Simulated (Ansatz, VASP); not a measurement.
# Two plane-wave programs on MnSb

```
CELL_PARAMETERS angstrom
3.34602 0.00000 0.00000
0.00000 3.34602 0.00000
0.00000 0.00000 3.34602
ATOMIC_POSITIONS crystal
Mn 0.00000 0.00000 0.00000
Sb 0.50000 0.50000 0.50000
```

Alike in both runs: functional PBE; k mesh 6 × 6 × 6; occupations gaussian, width 0.1 eV; collinear spin.

Ansatz relaxed the structure, and its values are those at the end. VASP's run is a single point on that final structure, the one shown.

|  | VASP | Ansatz |
| --- | --- | --- |
| version | VASP 6.6.1 | Ansatz 0.2.0 |
| potentials or method | VASP PAW PBE potentials, release 64 (Mn_pv, Sb), cutoff 520 eV | scalar-relativistic, plane waves, PAW |
| valence electrons in the cell | 18 | 30 |

|  | VASP | Ansatz | Ansatz less VASP |
| --- | --- | --- | --- |
| gap on the k mesh at the Fermi level (eV) | none | none | - |
| pressure (GPa) | 0.1 | 0.1 | +0.01 |
| net moment per atom (μB) | 1.50 | 1.50 | 0.000 |
| size of the moment on the site where the two differ most (μB) | 3.12 | 3.18 | +0.051 |

Site moments also hang on the region over which each program counts them. A gap of «none» marks a metal or a gap that the smearing closes. VASP's potentials hold 18 valence electrons a cell and Ansatz's 30, so a difference there can come from the potentials and not from the codes.

Neither program's run includes spin-orbit coupling.
